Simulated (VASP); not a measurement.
# Ti: single point with PBEsol

The system is Ti.

```
Ti
1.0
     2.95000    0.00000    0.00000
    -1.47500    2.55477    0.00000
     0.00000    0.00000    4.59228
Ti
2
Direct
  0.33333 0.66667 0.25000
  0.66667 0.33333 0.75000
```

This cell differs from its parent crystal: zz strain of -2 %.

```json
{"Program": "VASP 6.6.1", "Task": "single point", "Functional": "PBEsol", "Potentials or basis": "VASP PAW PBE potentials, release 64 (Ti_sv)", "Cutoff": "520 eV", "k mesh": "13 × 13 × 7", "Occupations": "fermi-dirac, width 0.08 eV", "Spin": "no spin polarisation"}
```

- Pressure: -3.9 GPa
- Band gap on the k mesh: zero (band 12 reaches 9.00 eV, above the bottom of band 13 at 7.90 eV)

Stress tensor (GPa, compression positive):
```
-4.47  0.00  0.00
 0.00 -4.47  0.00
 0.00  0.00 -2.75
```

Levels at points of the mesh, in eV from the Fermi level:
```csv
k point,band 8,band 9,band 10,band 11,band 12,band 13,band 14,band 15,band 16,band 17
"(0.00, 0.00, 0.00)",-32.56,-6.21,-2.68,0.76,0.76,0.96,1.01,1.29,1.29,1.55
```

Wall time 17 s on 1 thread of Intel(R) Xeon(R) 6975P-C (Granite Rapids) (shared host), peak memory 0.17 GiB.

Caveat: the cell differs from its parent crystal (zz strain of -2 %); the PAW data sets were made with another functional, which shifts forces and pressure a little.
